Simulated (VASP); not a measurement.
# KI (I4mm) in VASP: a series of runs, part 2 of 2

VASP 6.6.1. The steps go on from the part before.

### Step 4. Single point, LDA (atoms displaced along a vibrational mode, the cell strained)

File INCAR:

```
  PREC = Accurate
  ENCUT = 520
  EDIFF = 1E-6
  ISMEAR = 0
  SIGMA = 0.05
  LREAL = False
  LASPH = True
  NELM = 80
  ALGO = Normal
  ISIF = 2
  LWAVE = False
  LCHARG = False
  GGA = CA
  NBANDS = 15
```

File KPOINTS:

```
regular mesh
0
Gamma
  6 6 6
```

File POSCAR:

```
KI
1.0
    0.0000000000      3.3198591262      3.4109309835
    3.3198591262      0.0000000000      3.4109309835
    3.3198591262      3.3198591262      0.0000000000
K I
1 1
Direct
   -0.0289656989     -0.0289656989      0.0289656989
    0.5089241111      0.5089241111      0.4910758889
```

Potentials or basis: VASP PAW LDA potentials, release 64 (K_sv, I).

The run is started by

```bash
> cat potpaw_LDA.64/K_sv/POTCAR potpaw_LDA.64/I/POTCAR > POTCAR
> mpirun -np 1 vasp_std > vasp.out
```

OUTCAR:

```text
PREC = Accurate
   ENCUT = 520
   EDIFF = 1E-6
   ISMEAR = 0
   LREAL = False
   LASPH = True
   NELM = 80
   ISIF = 2
   GGA = CA

 ion  position               nearest neighbor table
   1  0.971  0.971  0.029-   2 3.15   2 3.33   2 3.33   2 3.33   2 3.33   2 3.67
   2  0.509  0.509  0.491-   1 3.15   1 3.33   1 3.33   1 3.33   1 3.33   1 3.67

  LATTYP: Found a body centered tetragonal cell.
 ALAT       =     4.6949898014
 C/A-ratio  =     1.4530089000

  Lattice vectors:

 A1 = (  -3.3198591262,   0.0000000000,   3.4109309835)
 A2 = (   3.3198591262,   0.0000000000,   3.4109309835)
 A3 = (   0.0000000000,   3.3198591262,  -3.4109309835)

Analysis of symmetry for initial positions (statically):
=====================================================================
 Subroutine PRICEL returns:
 Original cell was already a primitive cell.

 Routine SETGRP: Setting up the symmetry group for a
 body centered tetragonal supercell.

 Subroutine GETGRP returns: Found  8 space group operations
 (whereof  8 operations were pure point group operations)
 out of a pool of 16 trial point group operations.

The static configuration has the point symmetry C_4v.
[... 175 lines left out ...]
      6       0.2682      2.00000
      7       0.2951      2.00000
      8       0.2951      2.00000
      9       4.3292      0.00000
     10       6.3934      0.00000
     11       6.6021      0.00000
     12       6.6021      0.00000
     13       7.4407      0.00000
     14       7.4410      0.00000
[... 401 lines left out ...]
      2     -11.5494      2.00000
      3     -11.4183      2.00000
      4     -11.3900      2.00000
      5     -10.1628      2.00000
      6      -0.9657      2.00000
      7      -0.4199      2.00000
      8      -0.1892      2.00000
      9       5.2175      0.00000
     10       6.6896      0.00000
     11       8.2591      0.00000
     12       8.5952      0.00000
     13       9.4793      0.00000
     14       9.6873      0.00000
     15      10.4646      0.00000

 [... further k-points ...]

------------------------ aborting loop because EDIFF is reached ----------------------------------------

  FORCE on cell =-STRESS in cart. coord.  units (eV):
  Direction    XX          YY          ZZ          XY          YZ          ZX
  --------------------------------------------------------------------------------------
  -------------------------------------------------------------------------------------
  Total        0.6145639      0.6145639      0.8189779      0.0000000     -0.0000000      0.0000000
  in kB       13.0959018     13.0959018     17.4518130      0.0000000     -0.0000000      0.0000000
  external PRESSURE =      14.5478722 kB  Pullay stress =       0.0000000 kB

 VOLUME and BASIS-vectors are now :
 -----------------------------------------------------------------------------
  energy-cutoff  :      520.00
  volume of cell :       75.19
      direct lattice vectors                 reciprocal lattice vectors
     0.000000000  3.319859126  3.410930984    -0.150608800  0.150608800  0.146587545
     3.319859126  0.000000000  3.410930984     0.150608800 -0.150608800  0.146587545
     3.319859126  3.319859126  0.000000000     0.150608800  0.150608800 -0.146587545

 POSITION                                       TOTAL-FORCE (eV/Angst)
 -----------------------------------------------------------------------------------
      3.31986      3.31986      6.62426         0.000000      0.000000      0.423130
      3.31986      3.31986      3.47181         0.000000      0.000000     -0.423130
 -----------------------------------------------------------------------------------
    total drift:                               -0.000000     -0.000000      0.000020

  FREE ENERGIE OF THE ION-ELECTRON SYSTEM (eV)
  ---------------------------------------------------
  free  energy   TOTEN  =        -6.0971998745 eV

  energy  without entropy=       -6.0971998745  energy(sigma->0) =       -6.09719987
```

OSZICAR:

```text
N       E                     dE             d eps       ncg     rms          rms(c)
DAV:   1     0.854402619664E+02    0.85440E+02   -0.63912E+03   900   0.901E+02
DAV:   2    -0.496714768003E+00   -0.85937E+02   -0.79597E+02  1180   0.228E+02
DAV:   3    -0.604746515839E+01   -0.55508E+01   -0.55224E+01  1533   0.459E+01
DAV:   4    -0.618144408342E+01   -0.13398E+00   -0.13392E+00  1168   0.659E+00
DAV:   5    -0.618409938675E+01   -0.26553E-02   -0.26552E-02  1425   0.804E-01    0.480E+00
DAV:   6    -0.611030808515E+01    0.73791E-01   -0.68264E-02  1152   0.180E+00    0.326E+00
DAV:   7    -0.609778343459E+01    0.12525E-01   -0.81197E-02  1180   0.175E+00    0.752E-01
DAV:   8    -0.609716035946E+01    0.62308E-03   -0.13711E-02  1047   0.847E-01    0.160E-01
DAV:   9    -0.609718376053E+01   -0.23401E-04   -0.51868E-04  1252   0.142E-01    0.976E-02
DAV:  10    -0.609720111476E+01   -0.17354E-04   -0.12853E-04  1138   0.605E-02    0.514E-02
DAV:  11    -0.609719973670E+01    0.13781E-05   -0.32567E-05  1145   0.420E-02    0.120E-02
DAV:  12    -0.609719987450E+01   -0.13780E-06   -0.17959E-06  1255   0.105E-02
   1 F= -.60971999E+01 E0= -.60971999E+01  d E =-.883600E-18
```

stdout:

```text
POSCAR found type information on POSCAR K I
 POSCAR found :  2 types and       2 ions
 scaLAPACK will be used
 LDA part: xc-table for (Slater(with rela. corr.)+CA(PZ))
 , standard interpolation
 POSCAR, INCAR and KPOINTS ok, starting setup
 FFT: planning ... GRIDC
 FFT: planning ... GRID_SOFT
 FFT: planning ... GRID
 WAVECAR not read
 entering main loop
```

Wall time 75 s (1 thread of Intel Xeon 8259CL, shared host); peak memory 0.19 GiB.

Results:

```
Free energy            : -6.0972 eV
Pressure               : 1.5 GPa
Largest force          : 0.423 eV/Å
Band gap on the k mesh : 4.03 eV
```

Forces on the atoms (eV/Å):
```
K    0.000  0.000  0.423
I    0.000  0.000 -0.423
```

Stress tensor (GPa, compression positive):
```
1.31 0.00 0.00
0.00 1.31 0.00
0.00 0.00 1.75
```

Caveat: the cell differs from its parent crystal (atoms displaced along a vibrational mode, the cell strained); spin-orbit coupling is left out, which moves the levels of the heavy elements.

### Step 5. Overview

| cell | gap on the mesh (eV) | pressure (GPa) | largest force (eV/Å) |
| --- | --- | --- | --- |
| as given, atomic positions A | 4.05 | 4.2 | 2.16 |
| as given, atomic positions B | 4.08 | 2.9 | 1.33 |
| as given, atomic positions C | 4.03 | 1.5 | 0.42 |

Alike in all rows: task single point; level LDA; potentials or basis VASP PAW LDA potentials, release 64 (K_sv, I); no spin polarisation; k mesh 6 × 6 × 6; cutoff (eV) 520; smearing gaussian 0.05 eV.

Caveats: spin-orbit coupling is left out, which moves the levels of the heavy elements; forces of over 1 eV/Å act on the atoms, so gaps and moduli don't describe the material at rest (at least some runs); the cell stands under pressure (at least some runs).

Total energies depend on the potentials used, so only differences within one code and one set of settings carry meaning.
